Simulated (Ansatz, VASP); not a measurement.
**CdTe: VASP beside Ansatz**

```
Cd Te
1.0
     4.31498    0.00000    0.00000
    -2.15749    3.73689    0.00000
     0.00000    0.00000    7.07054
Cd Te
2 2
Direct
  0.00000 0.00000 0.00000
  0.00000 0.00000 0.50000
  0.33333 0.66667 0.25000
  0.66667 0.33333 0.75000
```

Alike in both runs: task single point; functional r2SCAN; k mesh 12 × 12 × 4; occupations fermi-dirac, width 0.02 eV; no spin polarisation.

|  | VASP | Ansatz |
| --- | --- | --- |
| version | VASP 6.6.1 | Ansatz 0.2.0 |
| potentials or method | VASP PAW PBE potentials, release 64 (Cd, Te) | plane waves, PAW |
| plane-wave cutoff (eV) | 520 | 500 |
| valence electrons in the cell | 36 | 72 |

```csv
,VASP,Ansatz,Ansatz less VASP
pressure (GPa),0.1,-0.1,-0.20
"traceless stress, the component that is largest in VASP (GPa)",0.14,0.15,+0.011
```

VASP's potentials were made for PBE, not for r2SCAN. The functional is the same, so the differences come from potentials, cutoffs and numerics. VASP's potentials hold 36 valence electrons a cell and Ansatz's 72, so a difference there can come from the potentials and not from the codes.

Spin-orbit coupling is off throughout.
